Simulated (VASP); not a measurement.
# PbO2 (Fm-3m) in VASP: notebook, part 2 of 2

VASP 6.6.1.

## (3) Single point, r2SCAN

Contents of POSCAR:

```
PbO2
1.0
    0.0000000000      2.7019920000      2.7019920000
    2.7019920000      0.0000000000      2.7019920000
    2.7019920000      2.7019920000      0.0000000000
Pb O
1 2
Direct
    0.0000000000      0.0000000000      0.0000000000
    0.2500000000      0.2500000000      0.2500000000
    0.7500000000      0.7500000000      0.7500000000
```

Contents of INCAR.step1:

```
SYSTEM = PbO2
  ALGO = Normal
  EDIFF = 1E-4
  ENCUT = 520
  GGA = PE
  ISMEAR = -1
  LASPH = .True.
  LCHARG = .False.
  LREAL = .False.
  LWAVE = .True.
  NBANDS = 20
  NELM = 100
  PREC = Accurate
  SIGMA = 0.45
```

Contents of INCAR.step2:

```
SYSTEM = PbO2
  ALGO = Normal
  EDIFF = 1E-7
  ENCUT = 520
  ISIF = 2
  ISMEAR = -1
  ISTART = 1
  LASPH = .True.
  LCHARG = .False.
  LMIXTAU = .True.
  LREAL = .False.
  LWAVE = .False.
  METAGGA = R2SCAN
  NBANDS = 20
  NELM = 100
  PREC = Accurate
  SIGMA = 0.45
```

Contents of KPOINTS:

```
k-points
0
Gamma
  6 6 6
  0 0 0
```

Potentials or basis: VASP PAW PBE potentials, release 64 (Pb_d, O).

On the command line:

```
cat potpaw_PBE.64/Pb_d/POTCAR potpaw_PBE.64/O/POTCAR > POTCAR
cp INCAR.step1 INCAR
mpirun -np 1 vasp_std > vasp.out
cp INCAR.step2 INCAR
mpirun -np 1 vasp_std > vasp.out
```

OUTCAR:

```text
SYSTEM = PbO2
   EDIFF = 1E-7
   ENCUT = 520
   ISIF = 2
   ISMEAR = -1
   ISTART = 1
   LASPH = .True.
   LREAL = .False.
   METAGGA = R2SCAN
   NELM = 100
   PREC = Accurate

 ion  position               nearest neighbor table
   1  0.000  0.000  0.000-   3 2.34   3 2.34   3 2.34   2 2.34   2 2.34   2 2.34   3 2.34   2 2.34

   2  0.250  0.250  0.250-   1 2.34   1 2.34   1 2.34   1 2.34
   3  0.750  0.750  0.750-   1 2.34   1 2.34   1 2.34   1 2.34

  LATTYP: Found a face centered cubic cell.
 ALAT       =     5.4039840000

  Lattice vectors:

 A1 = (   0.0000000000,   2.7019920000,   2.7019920000)
 A2 = (   2.7019920000,   0.0000000000,   2.7019920000)
 A3 = (   2.7019920000,   2.7019920000,   0.0000000000)

Analysis of symmetry for initial positions (statically):
=====================================================================
 Subroutine PRICEL returns:
 Original cell was already a primitive cell.

 Routine SETGRP: Setting up the symmetry group for a
 face centered cubic supercell.

 Subroutine GETGRP returns: Found 48 space group operations
[... 9 lines left out ...]

 Routine SETGRP: Setting up the symmetry group for a
[... 142 lines left out ...]
  free energy    TOTEN  =       -70.94298627 eV

  energy without entropy =      -70.44501205  energy(sigma->0) =      -70.69399916

 E-fermi :   6.0597     XC(G=0): -11.9016

 val. band max:        5.8456629807   @ k =   0.1667   0.0000   0.0000
 cond. band min:       6.8336890789   @ k =  -0.1667   0.1667   0.0000
 fundamental gap:      0.9880260982
 Fermi energy:         6.0597046573

 k-point     1 :       0.0000    0.0000    0.0000
  band No.  band energies     occupation
      1     -14.2184      2.00000
      2     -11.4988      2.00000
      3     -10.8139      2.00000
      4     -10.8139      2.00000
      5     -10.8139      2.00000
      6     -10.5605      2.00000
[... 357 lines left out ...]
     19      22.6097      0.00000
     20      23.2888      0.00000

------------------------ aborting loop because EDIFF is reached ----------------------------------------

  FORCE on cell =-STRESS in cart. coord.  units (eV):
  Direction    XX          YY          ZZ          XY          YZ          ZX
  --------------------------------------------------------------------------------------
  -------------------------------------------------------------------------------------
  Total       -0.5555100     -0.5555100     -0.5555100      0.0000000      0.0000000     -0.0000000
  in kB      -22.5590250    -22.5590250    -22.5590250      0.0000000      0.0000000     -0.0000000
  external PRESSURE =     -22.5590250 kB  Pullay stress =       0.0000000 kB

 VOLUME and BASIS-vectors are now :
 -----------------------------------------------------------------------------
  energy-cutoff  :      520.00
  volume of cell :       39.45
      direct lattice vectors                 reciprocal lattice vectors
     0.000000000  2.701992000  2.701992000    -0.185048660  0.185048660  0.185048660
     2.701992000  0.000000000  2.701992000     0.185048660 -0.185048660  0.185048660
     2.701992000  2.701992000  0.000000000     0.185048660  0.185048660 -0.185048660

 POSITION                                       TOTAL-FORCE (eV/Angst)
 -----------------------------------------------------------------------------------
      0.00000      0.00000      0.00000         0.000000      0.000000      0.000000
      1.35100      1.35100      1.35100         0.000000      0.000000      0.000000
      4.05299      4.05299      4.05299        -0.000000     -0.000000     -0.000000
 -----------------------------------------------------------------------------------
    total drift:                                0.000000      0.000000      0.000000

  FREE ENERGIE OF THE ION-ELECTRON SYSTEM (eV)
  ---------------------------------------------------
  free  energy   TOTEN  =       -70.9429862673 eV

  energy  without entropy=      -70.4450120469  energy(sigma->0) =      -70.69399916
```

OUTCAR.step1:

```text
SYSTEM = PbO2
   EDIFF = 1E-4
   ENCUT = 520
   GGA = PE
   ISMEAR = -1
   LASPH = .True.
   LREAL = .False.
   NELM = 100
[... 579 lines left out ...]
      0.00000      0.00000      0.00000        -0.000000      0.000000     -0.000000
      1.35100      1.35100      1.35100         0.000000     -0.000000      0.000000
      4.05299      4.05299      4.05299        -0.000000      0.000000     -0.000000
 -----------------------------------------------------------------------------------
    total drift:                                0.000000      0.000000      0.000000

  FREE ENERGIE OF THE ION-ELECTRON SYSTEM (eV)
  ---------------------------------------------------
  free  energy   TOTEN  =       -15.8424827428 eV

  energy  without entropy=      -15.2493321903  energy(sigma->0) =      -15.54590747
```

Run time: 73 s. Hardware: 1 thread of AMD EPYC 7R43 (Zen 3), shared host; peak memory 0.13 GiB.

What came out:

| Property | Result |
| --- | --- |
| Free energy | -70.9430 eV |
| Pressure | -2.3 GPa |
| Band gap on the k mesh | zero (band 13 reaches 5.22 eV, above the bottom of band 14 at 4.01 eV) |

Caveat: the PAW data sets were made with another functional, which shifts forces and pressure a little; spin-orbit coupling is left out, which moves the levels of the heavy elements.
